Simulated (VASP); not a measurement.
# CdBr3 (P4/mmm) in VASP: a series of runs

The runs below take CdBr3 through relaxation of cell and atoms, single point, with PBE.

All numbers are computed with VASP 6.6.1; they aren't measurements. Logs are shortened: lines on timing, memory, paths and dates and some standing lists are left out, and cuts for length are marked.

## (1) The cell of the first run

It takes space group P4/mmm (No. 123, tetragonal). The conventional cell has a = 3.438 Å, b = 3.438 Å, c = 11.168 Å, α = 90.00°, β = 90.00°, γ = 90.00°. Within 3.9 Å of Cd (site symmetry 4/mmm) lie 8 Br at 2.98 Å and 4 Cd at 3.44 Å. Br (site symmetry 4mm) has 4 Cd at 2.98 Å and 5 Br at 3.44 to 3.45 Å within 3.9 Å. Br (site symmetry 4/mmm) has 12 Br at 3.44 to 4.56 Å within 4.6 Å.

The cell was generated, and may not be a known phase.

## (2) Relaxation of cell and atoms, PBE

File INCAR:

```
SYSTEM = CdBr3
PREC = Accurate ; ENCUT = 600
EDIFF = 1E-7 ; ISMEAR = 0
SIGMA = 0.1 ; LREAL = .False.
LASPH = .True. ; NELM = 100
ALGO = Normal ; ISIF = 3
LWAVE = .False. ; LCHARG = .False.
GGA = PE ; IBRION = 2
NSW = 90 ; EDIFFG = -0.04
```

File KPOINTS:

```
Automatic mesh
0
Gamma
  6 6 2
  0 0 0
```

File POSCAR:

```
CdBr3
1.0
    3.4379982055      0.0000000000      0.0000000000
    0.0000000000      3.4379982055      0.0000000000
    0.0000000000      0.0000000000     11.1682098610
Cd Br
1 3
Direct
    0.0000000000      0.0000000000      0.0000000000
    0.5000000000      0.5000000000      0.8457673780
    0.0000000000      0.0000000000      0.5000000000
    0.5000000000      0.5000000000      0.1542326220
```

Potentials or basis: VASP PAW PBE potentials, release 64 (Cd, Br).

Command:

```console
> cat potpaw_PBE.64/Cd/POTCAR potpaw_PBE.64/Br/POTCAR > POTCAR
> mpirun -np 1 vasp_std > vasp.out
```

OUTCAR:

```text
SYSTEM = CdBr3
   PREC = Accurate
   ENCUT = 600
   EDIFF = 1E-7
   ISMEAR = 0
   LREAL = .False.
   LASPH = .True.
   NELM = 100
   ISIF = 3
   GGA = PE
   IBRION = 2
   NSW = 90
   EDIFFG = -0.04

 ion  position               nearest neighbor table
   1  0.000  0.000  0.000-   2 2.98   4 2.98   2 2.98   4 2.98   2 2.98   4 2.98   2 2.98   4 2.98

   2  0.500  0.500  0.846-   1 2.98   1 2.98   1 2.98   1 2.98
   3  0.000  0.000  0.500-
   4  0.500  0.500  0.154-   1 2.98   1 2.98   1 2.98   1 2.98

  LATTYP: Found a simple tetragonal cell.
 ALAT       =     3.4379982055
 C/A-ratio  =     3.2484629699

  Lattice vectors:

 A1 = (   3.4379982055,   0.0000000000,   0.0000000000)
 A2 = (   0.0000000000,   3.4379982055,   0.0000000000)
 A3 = (   0.0000000000,   0.0000000000,  11.1682098610)

Analysis of symmetry for initial positions (statically):
=====================================================================
 Subroutine PRICEL returns:
 Original cell was already a primitive cell.

 Routine SETGRP: Setting up the symmetry group for a
 simple tetragonal supercell.

 Subroutine GETGRP returns: Found 16 space group operations
 (whereof 16 operations were pure point group operations)
 out of a pool of 16 trial point group operations.

The static configuration has the point symmetry D_4h.

Analysis of symmetry for dynamics (positions and initial velocities):
=====================================================================
 Subroutine PRICEL returns:
 Original cell was already a primitive cell.

 Routine SETGRP: Setting up the symmetry group for a
 simple tetragonal supercell.

 Subroutine GETGRP returns: Found 16 space group operations
 (whereof 16 operations were pure point group operations)
 out of a pool of 16 trial point group operations.

The dynamic configuration has the point symmetry D_4h.

 Subroutine INISYM returns: Found 16 space group operations
 (whereof 16 operations are pure point group operations),
 and found     1 'primitive' translations

----------------------------------------------------------------------------------------

                                     Primitive cell

  volume of cell :     132.0064

  direct lattice vectors                    reciprocal lattice vectors
     3.437998206  0.000000000  0.000000000     0.290866935  0.000000000  0.000000000
     0.000000000  3.437998206  0.000000000     0.000000000  0.290866935  0.000000000
     0.000000000  0.000000000 11.168209861     0.000000000  0.000000000  0.089539865

  length of vectors
     3.437998206  3.437998206 11.168209861     0.290866935  0.290866935  0.089539865

  position of ions in fractional coordinates (direct lattice)
     0.000000000  0.000000000  0.000000000
     0.500000000  0.500000000  0.845767378
     0.000000000  0.000000000  0.500000000
     0.500000000  0.500000000  0.154232622

  ion indices of the primitive-cell ions
   primitive index   ion index
                 1           1
                 2           2
                 3           3
                 4           4

----------------------------------------------------------------------------------------

 KPOINTS: Automatic mesh

Automatic generation of k-mesh.
 Grid dimensions read from file:
 generate k-points for:    6    6    2

 Generating k-lattice:

  Cartesian coordinates                     Fractional coordinates (reciprocal lattice)
     0.048477822  0.000000000  0.000000000     0.166666667  0.000000000  0.000000000
     0.000000000  0.048477822  0.000000000     0.000000000  0.166666667  0.000000000
[... 58 lines left out ...]
   NFREE  =      1    steps in history (QN), initial steepest desc. (CG)
   ISIF   =      3    stress and relaxation
   ISYM   =      2    0-nonsym 1-usesym 2-fastsym
   POTIM  = 0.5000    time-step for ionic-motion
   TEBEG  =    0.0;   TEEND  =   0.0 temperature during run
   PSTRESS=    0.0 pullay stress
   NELECT =      33.0000    total number of electrons
   NUPDOWN=      -1.0000    fix difference up-down
   EMIN   =  10.00;   EMAX   =-10.00  energy-range for DOS
   EFERMI =   0.00;   METHOD = LEGACY
   ISMEAR =     0;   SIGMA  =   0.10  broadening in eV -4-tet -1-fermi 0-gaus
   EFERMI_NEDOS =   21; number of points for ismear=-14 and -15
   IALGO  =     38    algorithm
   IMIX   =      4    mixing-type and parameters
     AMIX     =   0.40;   BMIX     =  1.00
     AMIX_MAG =   1.60;   BMIX_MAG =  1.00
  volume/ion in A,a.u.               =      33.00       222.71
  Fermi-wavevector in a.u.,A,eV,Ry     =   1.031291  1.948857 14.470625  1.063561
  Thomas-Fermi vector in A             =   2.165432
   LORBIT       =      0    0 simple, 1 ext, 2 COOP (PROOUT), +10 PAW based schemes
   GGA     = PE    functional components
   LHFCALC =     F    Hartree Fock is set to
   AEXX    =    0.0000 exact exchange contribution
   IVDW    =     0    specifies the selected vdW correction
   LEPSILON=     F    determine dielectric tensor
   LRPA    =     F    only Hartree local field effects (RPA)
 conjugate gradient relaxation of ions
 non-spin polarized calculation
 Gauss-broadening in eV      SIGMA  =   0.10
  energy-cutoff  :      600.00
  volume of cell :      132.01
 maximum number of plane-waves:      4460
 NGX is ok and might be reduce to    28
   NGX = 13   NGY = 13   NGZ = 45

--------------------------------------- Ionic step        1  -------------------------------------------

 number of electron      33.0000005 magnetization

 Free energy of the ion-electron system (eV)
  ---------------------------------------------------
  ext. energy  EPLUGINS =         0.00000000
  ---------------------------------------------------
  free energy    TOTEN  =        -6.47557998 eV

  energy without entropy =       -6.45243186  energy(sigma->0) =       -6.46400592

------------------------ aborting loop because EDIFF is reached ----------------------------------------

  FORCE on cell =-STRESS in cart. coord.  units (eV):
  Direction    XX          YY          ZZ          XY          YZ          ZX
  --------------------------------------------------------------------------------------
  -------------------------------------------------------------------------------------
  Total        0.3179062      0.3179062      0.1195117      0.0000000     -0.0000000     -0.0000000
  in kB        3.8584670      3.8584670      1.4505276      0.0000000     -0.0000000     -0.0000000
  external PRESSURE =       3.0558205 kB  Pullay stress =       0.0000000 kB

 VOLUME and BASIS-vectors are now :
 -----------------------------------------------------------------------------
  energy-cutoff  :      600.00
  volume of cell :      132.01
      direct lattice vectors                 reciprocal lattice vectors
     3.437998206  0.000000000  0.000000000     0.290866935  0.000000000  0.000000000
     0.000000000  3.437998206  0.000000000     0.000000000  0.290866935  0.000000000
     0.000000000  0.000000000 11.168209861     0.000000000  0.000000000  0.089539865

 POSITION                                       TOTAL-FORCE (eV/Angst)
 -----------------------------------------------------------------------------------
      0.00000      0.00000      0.00000         0.000000      0.000000      0.000000
      1.71900      1.71900      9.44571         0.000000     -0.000000     -0.043851
      0.00000      0.00000      5.58410         0.000000      0.000000      0.000000
      1.71900      1.71900      1.72250         0.000000      0.000000      0.043851
 -----------------------------------------------------------------------------------
    total drift:                               -0.000000      0.000000      0.000000

  FREE ENERGIE OF THE ION-ELECTRON SYSTEM (eV)
  ---------------------------------------------------
  free  energy   TOTEN  =        -6.4755799768 eV

  energy  without entropy=       -6.4524318601  energy(sigma->0) =       -6.46400592

--------------------------------------- Ionic step        2  -------------------------------------------

 number of electron      33.0000005 magnetization

 Free energy of the ion-electron system (eV)
  ---------------------------------------------------
  ext. energy  EPLUGINS =         0.00000000
  ---------------------------------------------------
  free energy    TOTEN  =        -6.47701362 eV

  energy without entropy =       -6.45359536  energy(sigma->0) =       -6.46530449

 E-fermi :  -0.6453     XC(G=0):  -8.0084

 val. band max:       -0.6842877669   @ k =   0.5000   0.0000   0.0000
 cond. band min:      -0.6062030114   @ k =   0.5000   0.1667   0.0000
 fundamental gap:      0.0780847555
 Fermi energy:        -0.6452806112

 k-point     1 :       0.0000    0.0000    0.0000
  band No.  band energies     occupation
      1     -15.1773      2.00000
      2     -14.7520      2.00000
      3     -14.0014      2.00000
      4      -8.9335      2.00000
      5      -8.7678      2.00000
      6      -8.5402      2.00000
[... 449 lines left out ...]
     19       3.7265      0.00000
     20       3.9258      0.00000

------------------------ aborting loop because EDIFF is reached ----------------------------------------

  FORCE on cell =-STRESS in cart. coord.  units (eV):
  Direction    XX          YY          ZZ          XY          YZ          ZX
  --------------------------------------------------------------------------------------
  -------------------------------------------------------------------------------------
  Total        0.0305981      0.0305981     -0.0640151      0.0000000      0.0000000     -0.0000000
  in kB        0.3680112      0.3680112     -0.7699255      0.0000000      0.0000000     -0.0000000
  external PRESSURE =      -0.0113010 kB  Pullay stress =       0.0000000 kB

 VOLUME and BASIS-vectors are now :
 -----------------------------------------------------------------------------
  energy-cutoff  :      600.00
  volume of cell :      133.21
      direct lattice vectors                 reciprocal lattice vectors
     3.451180042  0.000000000 -0.000000000     0.289755964  0.000000000  0.000000000
     0.000000000  3.451180042  0.000000000     0.000000000  0.289755964  0.000000000
    -0.000000000 -0.000000000 11.184307606     0.000000000  0.000000000  0.089410989

 POSITION                                       TOTAL-FORCE (eV/Angst)
 -----------------------------------------------------------------------------------
      0.00000      0.00000      0.00000         0.000000     -0.000000      0.000000
      1.72559      1.72559      9.45720        -0.000000     -0.000000      0.009055
     -0.00000     -0.00000      5.59215         0.000000     -0.000000      0.000000
      1.72559      1.72559      1.72710         0.000000      0.000000     -0.009055
 -----------------------------------------------------------------------------------
    total drift:                               -0.000000     -0.000000      0.000000

  FREE ENERGIE OF THE ION-ELECTRON SYSTEM (eV)
  ---------------------------------------------------
  free  energy   TOTEN  =        -6.4770136193 eV

  energy  without entropy=       -6.4535953630  energy(sigma->0) =       -6.46530449

 reached required accuracy - stopping structural energy minimisation
```

Wall time 3.5 min (1 thread of Intel Xeon 8259CL, shared host); peak memory 0.29 GiB.

What came out:

```
Free energy                           : -6.4770 eV
Relaxed volume                        : 33.30 Å³/atom
Relaxed cell                          : a = 3.451 Å, b = 3.451 Å, c = 11.184 Å, α = 90.00°, β = 90.00°, γ = 90.00°
Space group after relaxing (to 0.1 Å) : P4/mmm (No. 123)
Energy gained by relaxing             : 0.4 meV/atom
Ionic steps                           : 2
Pressure after relaxing               : 0.0 GPa
Largest force after relaxing          : 0.009 eV/Å
Band gap on the k mesh                : zero (an odd number of electrons rules out a gap without spin polarisation)
```

Forces on the atoms (eV/Å):
```
Cd   0.000  0.000  0.000
Br   0.000  0.000  0.009
Br   0.000  0.000  0.000
Br   0.000  0.000 -0.009
```

Stress tensor (GPa, compression positive):
```
 0.04  0.00  0.00
 0.00  0.04  0.00
 0.00  0.00 -0.08
```

Step by step:
| step | energy change (eV) | largest force (eV/Å) | pressure (GPa) | volume (Å³) |
| --- | --- | --- | --- | --- |
| 1 | 0.0000 | 0.0439 | 0.31 | 132.01 |
| 2 | -0.0014 | 0.0091 | 0.00 | 133.21 |

Final structure:
```cif
data_structure
_symmetry_space_group_name_H-M 'P 1'
_symmetry_Int_Tables_number 1
_cell_length_a 3.4512
_cell_length_b 3.4512
_cell_length_c 11.1843
_cell_angle_alpha 90.000
_cell_angle_beta 90.000
_cell_angle_gamma 90.000
_cell_volume 133.21
loop_
_atom_site_label
_atom_site_type_symbol
_atom_site_fract_x
_atom_site_fract_y
_atom_site_fract_z
_atom_site_occupancy
Cd1 Cd 0.00000 0.00000 0.00000 1
Br1 Br 0.50000 0.50000 0.84558 1
Br2 Br 0.00000 0.00000 0.50000 1
Br3 Br 0.50000 0.50000 0.15442 1
```

Caveat: this functional lacks dispersion, which binds layers or chains, so the pressure and a relaxed spacing across them are unreliable; an odd number of electrons without spin polarisation forces a metal; a magnetic or distorted state may lie lower.

## (3) Single point, PBE

This run uses another cell than the first one, of 33.52 Å³/atom.

File INCAR:

```
SYSTEM = CdBr3
PREC = Accurate
ENCUT = 520
EDIFF = 1E-6
ISMEAR = 0
SIGMA = 0.1
LREAL = .False.
LASPH = .True.
NELM = 60
ALGO = Normal
ISIF = 2
LWAVE = .False.
LCHARG = .True.
GGA = PE
LELF = .True.
LVHAR = .True.
NBANDS = 24
```

File KPOINTS:

```
Automatic mesh
0
Gamma
  14 14 4
  0 0 0
```

File POSCAR:

```
CdBr3
1.0
    3.4471720374      0.0000000000      0.0000000000
    0.0000000000      3.4471720374      0.0000000000
    0.0000000000      0.0000000000     11.2818393394
Cd Br
1 3
Direct
    0.0000000000      0.0000000000      0.0000000000
    0.5000000000      0.5000000000      0.8473843348
    0.0000000000      0.0000000000      0.5000000000
    0.5000000000      0.5000000000      0.1526156652
```

Potentials or basis: VASP PAW PBE potentials, release 64 (Cd, Br).

Command:

```console
> cat potpaw_PBE.64/Cd/POTCAR potpaw_PBE.64/Br/POTCAR > POTCAR
> mpirun -np 1 vasp_std > vasp.out
```

It took 8.9 min on 1 thread of Intel Xeon 8259CL, shared host; peak memory 0.46 GiB.

The run converged. Its results:

- Free energy: -6.5050 eV
- Pressure: 0.1 GPa
- Largest force: 0.023 eV/Å
- Band gap on the k mesh: zero (an odd number of electrons rules out a gap without spin polarisation)

Forces on the atoms (eV/Å):
```
Cd   0.000  0.000  0.000
Br   0.000  0.000 -0.023
Br   0.000  0.000  0.000
Br   0.000  0.000  0.023
```

Levels at points of the mesh, in eV from the Fermi level:
| k point | band 13 | band 14 | band 15 | band 16 | band 17 | band 18 | band 19 | band 20 | band 21 | band 22 |
| --- | --- | --- | --- | --- | --- | --- | --- | --- | --- | --- |
| (0.00, 0.00, 0.00) | -0.83 | -0.17 | -0.17 | 0.28 | 0.28 | 1.65 | 5.08 | 6.66 | 8.16 | 8.84 |
| (0.50, 0.00, 0.00) | -0.73 | -0.66 | -0.03 | 0.00 | 0.60 | 2.22 | 5.25 | 7.94 | 8.18 | 8.56 |
| (0.50, 0.50, 0.00) | -1.87 | -1.87 | -1.57 | -0.47 | -0.21 | 0.82 | 4.41 | 4.63 | 4.63 | 7.58 |
| (0.00, 0.00, 0.50) | -0.83 | -0.18 | -0.18 | 0.29 | 0.29 | 1.76 | 4.93 | 7.00 | 8.16 | 8.49 |
| (0.50, 0.00, 0.50) | -0.70 | -0.68 | -0.03 | 0.00 | 0.60 | 2.26 | 5.19 | 7.51 | 8.22 | 9.11 |
| (0.50, 0.50, 0.50) | -1.86 | -1.86 | -1.57 | -0.47 | -0.21 | 0.82 | 4.39 | 4.61 | 4.61 | 7.65 |

Caveat: this functional lacks dispersion, which binds layers or chains, so the pressure and a relaxed spacing across them are unreliable; an odd number of electrons without spin polarisation forces a metal; a magnetic or distorted state may lie lower.

The gap in the log of VASP goes by the Fermi energy; the results here count the filled bands.